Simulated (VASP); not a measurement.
Here is a VASP 6.6.1 calculation.

Contents of INCAR:

```
SYSTEM = TaN
PREC = Accurate
ENCUT = 520
EDIFF = 1E-6
ISMEAR = -1
SIGMA = 0.05
LREAL = .FALSE.
LASPH = .TRUE.
NELM = 100
ALGO = Normal
ISIF = 2
LWAVE = .FALSE.
LCHARG = .FALSE.
GGA = CA
NBANDS = 24
```

KPOINTS

```
Automatic mesh
0
G
  8 8 6
  0 0 0
```

Contents of POSCAR:

```
TaN
1.0
    4.1355771175      0.0000000000      0.0000000000
    0.0000000000      4.1355771175      0.0000000000
    0.0000000000      0.0000000000      2.9850154732
Ta N
2 2
Direct
    0.0000000000      0.0000000000      0.0000000000
    0.5000000000      0.5000000000      0.0000000000
    0.5000000000      0.0000000000     -0.0000004372
    0.0000000000      0.5000000000      1.0000004372
```

Potentials or basis: VASP PAW LDA potentials, release 64 (Ta_pv, N).

Command:

```bash
$ cat potpaw_LDA.64/Ta_pv/POTCAR potpaw_LDA.64/N/POTCAR > POTCAR
$ mpirun -np 1 vasp_std > vasp.out
```

**Question.** Estimate the band gap on the k mesh.

**Answer.** Zero (band 16 reaches 7.88 eV, above the bottom of band 17 at 4.05 eV).

**Question.** Predict the pressure.

**Answer.** 1.4 GPa.

Stress tensor (GPa, compression positive):
```
1.99 0.00 0.00
0.00 1.99 0.00
0.00 0.00 0.25
```

Caveat: spin-orbit coupling is left out, which moves the levels of the heavy elements.
